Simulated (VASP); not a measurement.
Write the native input for VASP 6.6.1 that does the following.

```yaml
Task: single point
Functional: PBEsol
Potentials_or_basis: VASP PAW PBE potentials, release 64 (Pt)
Cutoff: 520 eV
k_mesh: 4 × 4 × 8
Occupations: fermi-dirac, width 0.08 eV
Spin: no spin polarisation
Dipole_correction: no
Further_INCAR_settings: ALGO = Normal; EDIFF = 1e-07; NBANDS = 28
```

The structure of Pt lies in POSCAR:

```
Pt
1.0
    0.0000000000      3.9218000000      3.9218000000
    3.9218000000      0.0000000000      3.9218000000
    1.9609000000      1.9609000000      0.0000000000
Pt
4
Direct
   -0.0016707889      0.0068497884     -0.0052804835
    0.0023064664      0.5030803458     -0.0247378755
    0.4937331072     -0.0056159162      0.0176309348
    0.5056310878      0.4956859095      0.0123871692
```

These files were run (other wordings do the same):

INCAR

```
PREC = Accurate
ENCUT = 520
EDIFF = 1E-7
ISMEAR = -1
SIGMA = 0.08
LREAL = F
LASPH = T
NELM = 100
ALGO = Normal
ISIF = 2
LWAVE = F
LCHARG = F
GGA = PS
NBANDS = 28
```

KPOINTS

```
Automatic mesh
0
Gamma
  4 4 8
```

Potentials or basis: VASP PAW PBE potentials, release 64 (Pt).

Run with:

```console
$ cat potpaw_PBE.64/Pt/POTCAR > POTCAR
$ mpirun -np 1 vasp_std > vasp.out
```

It gave:

The pressure is -1.1 GPa, the largest force is 0.566 eV/Å and the band gap on the k mesh is zero (band 20 reaches 11.56 eV, above the bottom of band 21 at 10.16 eV).

Caveat: the PAW data sets were made with another functional, which shifts forces and pressure a little; spin-orbit coupling is left out, which moves the levels of the heavy elements.

Run time: 2 min on 1 thread of Intel(R) Xeon(R) 6975P-C (Granite Rapids), on a shared host, peak memory 0.24 GiB.
